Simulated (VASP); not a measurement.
## SiC: relaxation of the atoms with PBE

The system is SiC.

```
Si C
1.0
     3.10528    0.00000    0.00000
    -1.55264    2.68925    0.00000
     0.00000    0.00000   15.22040
Si C
6 6
Direct
  0.00000 0.00000 0.12505
  0.00000 0.00000 0.62505
  0.33333 0.66667 0.29183
  0.66667 0.33333 0.79183
  0.33333 0.66667 0.95832
  0.66667 0.33333 0.45832
  0.00000 0.00000 0.99967
  0.00000 0.00000 0.49967
  0.33333 0.66667 0.16683
  0.66667 0.33333 0.66683
  0.33333 0.66667 0.83331
  0.66667 0.33333 0.33331
```

| Property | Result |
| --- | --- |
| Program | VASP 6.6.1 |
| Task | relaxation of the atoms |
| Functional | PBE |
| Potentials or basis | VASP PAW PBE potentials, release 64 (Si, C) |
| Cutoff | 520 eV |
| k mesh | 10 × 10 × 2 |
| Occupations | fermi-dirac, width 0.02 eV |
| Spin | no spin polarisation |
| Dipole correction | no |
| Further INCAR settings | ALGO = Normal; EDIFF = 1e-07; IBRION = 2; EDIFFG = -0.02; NSW = 80 |

```json
{"Pressure after relaxing": "-1.9 GPa", "Largest force after relaxing": "0.009 eV/Å", "Band gap on the k mesh": "2.03 eV (least direct gap 3.12 eV)"}
```

Forces on the atoms (eV/Å):
```
Si   0.000  0.000  0.008
Si   0.000  0.000  0.008
Si   0.000  0.000  0.006
Si   0.000  0.000  0.006
Si   0.000  0.000  0.003
Si   0.000  0.000  0.003
C    0.000  0.000 -0.004
C    0.000  0.000 -0.004
C    0.000  0.000 -0.009
C    0.000  0.000 -0.009
C    0.000  0.000 -0.004
C    0.000  0.000 -0.004
```

Stress tensor (GPa, compression positive):
```
-2.09  0.00  0.00
 0.00 -2.09  0.00
 0.00  0.00 -1.52
```

Final structure:
```xyz
12
Lattice="3.1053 0.0000 0.0000 -1.5526 2.6893 0.0000 0.0000 0.0000 15.2204" Properties=species:S:1:pos:R:3 pbc="T T T"
Si    0.0000    0.0000    1.9033
Si    0.0000    0.0000    9.5135
Si    0.0000    1.7928    4.4417
Si    1.5526    0.8964   12.0519
Si    0.0000    1.7928   14.5859
Si    1.5526    0.8964    6.9757
C     0.0000    0.0000   15.2154
C     0.0000    0.0000    7.6052
C     0.0000    1.7928    2.5393
C     1.5526    0.8964   10.1495
C     0.0000    1.7928   12.6832
C     1.5526    0.8964    5.0730
```

Levels at points of the mesh, in eV from the valence-band top:
```csv
k point,band 21,band 22,band 23,band 24,band 25,band 26,band 27,band 28
"(0.00, 0.00, 0.00)",-0.30,-0.03,0.00,0.00,4.96,5.14,5.53,6.04
"(0.50, 0.00, 0.00)",-1.79,-1.76,-1.63,-1.09,2.03,2.21,3.17,3.85
"(0.00, 0.00, 0.50)",-0.10,-0.10,-0.10,-0.10,5.03,5.03,5.77,5.77
"(0.50, 0.00, 0.50)",-1.69,-1.69,-1.29,-1.29,2.07,2.07,3.40,3.40
```

It took 2.7 min on 1 thread of Oxide Virtual Turin-like Processor (shared host), peak memory 0.24 GiB.

Caveat: the relaxation stopped at its first step, so nothing moved. A k mesh can miss the band edges.
